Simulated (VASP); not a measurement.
# H5C2O2 in VASP: notebook, part 2 of 2

VASP 6.6.1.

### Step 4. Single point, PBE+D3(BJ)

Input file INCAR:

```
SYSTEM = H5C2O2
ALGO = Normal
EDIFF = 1E-6
ENCUT = 520
GGA = PE
ISIF = 2
ISMEAR = -1
IVDW = 12
LASPH = .TRUE.
LCHARG = .TRUE.
LELF = .TRUE.
LREAL = Auto
LVHAR = .TRUE.
LWAVE = .FALSE.
NBANDS = 74
NELM = 100
PREC = Accurate
SIGMA = 0.05
```

Input file KPOINTS:

```
k-points
0
G
  1 1 1
  0 0 0
```

Input file POSCAR:

```
H5C2O2
1.0
    7.9370050000      0.0000000000      0.0000000000
    0.0000000000      7.9370050000      0.0000000000
    0.0000000000      0.0000000000      7.9370050000
C O H
8 8 20
Direct
    0.7374066162      0.3250596415      0.0556003178
    0.8540501108      0.7073574982      0.5347987056
    0.4494012540      0.5995334512      0.5176385803
    0.2214815286      0.6855860617      1.0271506696
    0.1884463976      0.0710469503      0.9789838862
    0.5709332425      0.8735032925      0.0882448732
    0.2251982958      0.0424971384      0.5235098126
    0.8062235062      0.1982359845      0.5521982158
    0.5572379002      0.3183442621      0.1085799996
    1.0104819135      0.7486073147      0.4479775432
    0.4777620778      0.5792487217      0.6664982572
    0.2020661446      0.5550708359      1.1039428601
    0.1838350864      0.0970769201      1.1352896968
    0.5158620916      0.7345717938      0.1213681987
    0.1179664118      0.1113518260      0.6049511119
    0.7177392480      0.1534205913      0.6739191924
    0.8003144763      0.2061860866      0.0254504060
    0.4905754753      0.3430891123      0.0133677628
    0.7426226895      0.3876273229     -0.0623408956
    0.8043588230      0.4055056032      0.1348745528
    0.8237364094      0.8099150750      0.6282344537
    1.0337904537      0.6375074729      0.4040818924
    0.7581197190      0.6787824879      0.4205742594
    0.8615088437      0.5796014996      0.6049259135
    0.5523998032      0.5752547718      0.4249839833
    0.3286378174      0.6714749455      0.4881312283
    0.2107973978      0.8159752955      1.0801051530
    0.2640164646      0.6899957856      0.8908902035
    0.2502077295      0.1601989667      0.8901468501
    0.1078618446     -0.0223510002      0.9112883260
    0.5783919753      0.9413878409     -0.0402292804
    0.6090458555      0.9653389408      0.1927175301
    0.2213177389      0.0205745114      0.3804709711
    0.3402794883     -0.0167947481      0.5841624139
    0.8697487276      0.3311954572      0.5476499007
    0.8147405728      0.1274158199      0.4295071000
```

Started as:

```sh
cat potpaw_PBE.64/C/POTCAR potpaw_PBE.64/O/POTCAR potpaw_PBE.64/H/POTCAR > POTCAR
mpirun -np 1 vasp_gam > vasp.out
```

It took 39 s on 1 thread of AMD EPYC 9R45 (Zen 5), shared host; peak memory 0.41 GiB.

The run converged. Its results:

* Free energy: -193.8949 eV
* Pressure: -1.5 GPa
* Largest force: 2.891 eV/Å
* Band gap on the k mesh: 2.54 eV
* Dispersion energy per atom: -0.035 eV

Forces in eV/Å, atoms in the order of the input:
```
C   -2.261 -0.492 -1.036
C   -0.806 -1.131 -1.013
C   -0.261  1.353  0.244
C    0.754  0.577 -0.943
C   -0.811  1.480  1.886
C    0.122  1.938  0.456
C    1.535 -1.627 -1.707
C   -0.963  0.973  0.742
O    2.427 -0.933  1.264
O   -0.502 -0.430  0.922
O    0.206 -0.598  0.868
O   -0.563 -0.294  0.308
O    0.104 -0.593 -2.792
O    0.433  0.050 -0.459
O   -1.074  0.828  0.683
O    1.369  0.272 -1.656
H   -0.239 -0.494  0.711
H   -0.782  0.434 -1.224
H   -0.095  0.730 -1.356
H    1.033  0.734  1.758
H   -0.210 -0.611 -0.962
H    0.877 -0.081 -0.739
H    0.845  0.945  2.166
H    0.110  1.406 -0.463
H   -0.694 -0.188 -0.420
H    0.483 -0.678 -0.723
H   -0.351 -0.678  0.508
H   -0.251 -0.353  0.285
H    0.414 -0.134  0.251
H    0.206 -0.192  0.347
H   -0.155 -1.061  0.496
H    0.029 -0.591 -0.406
H   -0.228  0.447  1.053
H   -0.236  0.356  0.141
H   -0.518 -1.342  0.226
H    0.051 -0.019  0.584
```

Stress tensor (GPa, compression positive):
```
-1.00 -0.30  0.89
-0.30 -1.09 -0.34
 0.89 -0.34 -2.41
```

Levels at points of the mesh, in eV from the valence-band top:
```
           k point  band 48  band 49  band 50  band 51  band 52  band 53
(0.00, 0.00, 0.00)    -0.29    -0.21     0.00     2.54     2.98     3.19
```

Caveat: the k points lie up to 0.79 Å⁻¹ apart.

### Step 5. Single point, PBE+D3(BJ)

Input file INCAR:

```
SYSTEM = H5C2O2
  ALGO = Normal
  EDIFF = 1E-7
  ENCUT = 520
  GGA = PE
  ISIF = 2
  ISMEAR = -1
  IVDW = 12
  LASPH = .True.
  LCHARG = .False.
  LREAL = Auto
  LWAVE = .False.
  NBANDS = 74
  NELM = 60
  PREC = Accurate
  SIGMA = 0.05
```

Input file KPOINTS:

```
k-points
0
Gamma
  1 1 1
  0 0 0
```

Input file POSCAR:

```
H5C2O2
1.0
    7.9370050000      0.0000000000      0.0000000000
    0.0000000000      7.9370050000      0.0000000000
    0.0000000000      0.0000000000      7.9370050000
C O H
8 8 20
Direct
    0.7180920259      0.2942041740      0.0599218471
    0.8375199461      0.6931329891      0.5446764869
    0.4659314187      0.5696607221      0.5018139714
    0.2221996836      0.6781777257      1.0342818229
    0.1967744760      0.0722312762      1.0061099873
    0.5925786868      0.8788327587      0.1009070802
    0.2254376808      0.0313720352      0.5536849227
    0.8217457341      0.2073956108      0.5605010958
    0.5533699424      0.3076853297      0.0859518168
    1.0041697089      0.7546423368      0.4531432196
    0.4798031499      0.5988278954      0.6497917035
    0.1919111806      0.5440465264      1.1069666707
    0.1494266414      0.1328460799      1.1358818597
    0.5319134863      0.7343198096      0.1253873470
    0.1417915196      0.1201586745      0.6464655119
    0.7359073101      0.1631093845      0.6747003435
    0.7481033463      0.1994455087     -0.0309310628
    0.4780518596      0.3266219437     -0.0062240102
    0.7682998814      0.4354791259      0.0095628011
    0.7980970152      0.2862918695      0.1884841952
    0.7872490946      0.7928431442      0.6177141126
    0.9952494675      0.6811385403      0.3531306834
    0.7557006705      0.6607656162      0.4439331965
    0.8610048753      0.5720923699      0.5955772990
    0.5731255051      0.4965097036      0.4452561136
    0.3506990357      0.5736168744      0.4323797201
    0.2216957152      0.8093733089      1.0923641852
    0.2597705306      0.6826630448      0.8881939724
    0.3114902914      0.1190121463      0.9340173025
    0.1123597629     -0.0071815502      0.9213046987
    0.5742720333      0.9478764345     -0.0254630053
    0.6499302949      0.9312076785      0.2139597997
    0.1759731788      0.0033765885      0.4249839833
    0.3469318717     -0.0226533812      0.5925282900
    0.8746372215      0.3326821641      0.5581954402
    0.8383892917      0.1316239564      0.4300110684
```

Potentials or basis: VASP PAW PBE potentials, release 64 (C, O, H).

Started as:

```sh
cat potpaw_PBE.64/C/POTCAR potpaw_PBE.64/O/POTCAR potpaw_PBE.64/H/POTCAR > POTCAR
mpirun -np 1 vasp_gam > vasp.out
```

OUTCAR:

```text
SYSTEM = H5C2O2
   EDIFF = 1E-7
   ENCUT = 520
   GGA = PE
   ISIF = 2
   ISMEAR = -1
   IVDW = 12
   LASPH = .True.
   LREAL = Auto
   NELM = 60
   PREC = Accurate
 IVDW          = 12

 ion  position               nearest neighbor table
   1  0.718  0.294  0.060-  17 1.07  20 1.20  19 1.26   9 1.33
   2  0.838  0.693  0.545-  24 1.06  21 1.06  23 1.06  10 1.59
   3  0.466  0.570  0.502-  26 1.07  25 1.12  11 1.20
   4  0.222  0.678  0.034-  27 1.14  28 1.20  12 1.23
[... 345 lines left out ...]
  Total       3.03935    -5.42668    -1.49900    -1.97468     3.02544    -1.33024
  in kB       9.73917   -17.38901    -4.80333    -6.32757     9.69458    -4.26255
  external pressure =       -4.15 kB  Pullay stress =        0.00 kB

 VOLUME and BASIS-vectors are now :
 -----------------------------------------------------------------------------
  energy-cutoff  :      520.00
  volume of cell :      500.00
      direct lattice vectors                 reciprocal lattice vectors
     7.937005000  0.000000000  0.000000000     0.125992109  0.000000000  0.000000000
     0.000000000  7.937005000  0.000000000     0.000000000  0.125992109  0.000000000
     0.000000000  0.000000000  7.937005000     0.000000000  0.000000000  0.125992109

 POSITION                                       TOTAL-FORCE (eV/Angst)
 -----------------------------------------------------------------------------------
      5.69950      2.33510      0.47560         4.157114      3.949392      0.342410
      6.64740      5.50140      4.32310         2.644231      0.653570     -2.464270
      3.69810      4.52140      3.98290         1.362064     -2.411991     -0.262546
      1.76360      5.38270      0.27209         0.594604     -0.851609     -1.435930
      1.56180      0.57330      0.04849        -0.323118      0.264483     -2.774714
      4.70330      6.97530      0.80090        -1.709639     -2.409782     -0.114417
[... 28 lines left out ...]
      6.94200      2.64050      4.43040         0.734657      0.848416     -0.047982
      6.65430      1.04470      3.41300        -0.083610      0.661170      1.698673
 -----------------------------------------------------------------------------------
    total drift:                               -0.001425     -0.014170      0.001584

  FREE ENERGIE OF THE ION-ELECTRON SYSTEM (eV)
  ---------------------------------------------------
  free  energy   TOTEN  =      -193.2120332920 eV

  energy  without entropy=     -193.2120332920  energy(sigma->0) =     -193.21203329
```

OSZICAR:

```text
N       E                     dE             d eps       ncg     rms          rms(c)
DAV:   1     0.782768415364E+03    0.78277E+03   -0.50575E+04   148   0.120E+03
DAV:   2    -0.107392638556E+03   -0.89016E+03   -0.85168E+03   190   0.281E+02
DAV:   3    -0.205551797754E+03   -0.98159E+02   -0.97299E+02   168   0.101E+02
[... 11 lines left out ...]
DAV:  15    -0.191952439038E+03    0.72658E-05   -0.20503E-05   168   0.211E-02    0.626E-03
DAV:  16    -0.191952437709E+03    0.13287E-05   -0.69938E-06   184   0.113E-02    0.376E-03
DAV:  17    -0.191952437106E+03    0.60273E-06   -0.15577E-06   184   0.574E-03    0.176E-03
DAV:  18    -0.191952436815E+03    0.29129E-06   -0.51805E-07   184   0.337E-03    0.946E-04
DAV:  19    -0.191952436764E+03    0.50625E-07   -0.10585E-07   120   0.174E-03
   1 F= -.19321203E+03 E0= -.19321203E+03  d E =-.606876E-10
```

stdout:

```text
POSCAR found type information on POSCAR C O H
 POSCAR found :  3 types and      36 ions
 scaLAPACK will be used
 LDA part: xc-table for (Slater+PW92), standard interpolation
 POSCAR, INCAR and KPOINTS ok, starting setup
 FFT: planning ... GRIDC
 FFT: planning ... GRID_SOFT
 FFT: planning ... GRID
 WAVECAR not read
 entering main loop
```

It took 38 s on 1 thread of AMD EPYC 9R45 (Zen 5), shared host; peak memory 0.41 GiB.

What came out:

* Free energy: -193.2120 eV
* Pressure: -0.4 GPa
* Largest force: 5.744 eV/Å
* Band gap on the k mesh: 2.53 eV
* Dispersion energy per atom: -0.035 eV

Forces in eV/Å, atoms in the order of the input:
```
C    4.157  3.949  0.342
C    2.644  0.654 -2.464
C    1.362 -2.412 -0.263
C    0.595 -0.852 -1.436
C   -0.323  0.264 -2.775
C   -1.710 -2.410 -0.114
C   -0.650  0.034 -0.966
C    0.754 -0.428 -3.524
O   -3.244 -0.551  2.579
O   -2.289 -1.199  0.698
O   -0.295  1.182  1.706
O    0.010  1.657 -0.446
O   -0.196  0.312  1.617
O    0.887  1.975 -0.840
O   -0.139  0.319  0.528
O   -1.397 -1.323  1.793
H    0.843 -0.650 -0.515
H    0.215  0.263 -0.789
H   -0.327 -2.515  0.431
H   -1.530 -0.411 -1.887
H   -0.136  0.660  0.957
H    0.607  0.452  0.279
H   -0.986  0.326 -1.016
H    0.512 -0.698  1.519
H   -0.280  0.424 -0.696
H   -1.178  0.637 -0.837
H   -0.225 -0.889  0.204
H   -0.507 -0.190  1.742
H   -0.038 -0.448  0.585
H    0.379 -0.013  0.601
H    0.407 -0.412  1.120
H    0.645  1.006 -0.081
H    0.390 -0.048  0.123
H    0.391 -0.178  0.175
H    0.735  0.848 -0.048
H   -0.084  0.661  1.699
```

Stress tensor (GPa, compression positive):
```
 0.97 -0.63 -0.43
-0.63 -1.74  0.97
-0.43  0.97 -0.48
```

Levels at points of the mesh, in eV from the valence-band top:
```tsv
k point	band 48	band 49	band 50	band 51	band 52	band 53
(0.00, 0.00, 0.00)	-0.28	-0.21	0.00	2.53	3.09	3.22
```

Caveat: the k points lie up to 0.79 Å⁻¹ apart.

### Step 6. The runs side by side

```tsv
cell	gap on the mesh (eV)	pressure (GPa)	largest force (eV/Å)
as given, atomic positions A	2.73	-0.6	0.71
as given, atomic positions B	2.38	-0.5	3.84
as given, atomic positions C	2.54	-1.5	2.89
as given, atomic positions D	2.53	-0.4	5.74
```

Alike in all rows: task single point; level PBE+D3(BJ); potentials or basis VASP PAW PBE potentials, release 64 (C, O, H); no spin polarisation; k mesh 1 × 1 × 1; cutoff (eV) 520; smearing fermi-dirac 0.05 eV.

Caveats: all runs use coarse meshes.

Absolute energies hang on the potentials; compare differences alone.
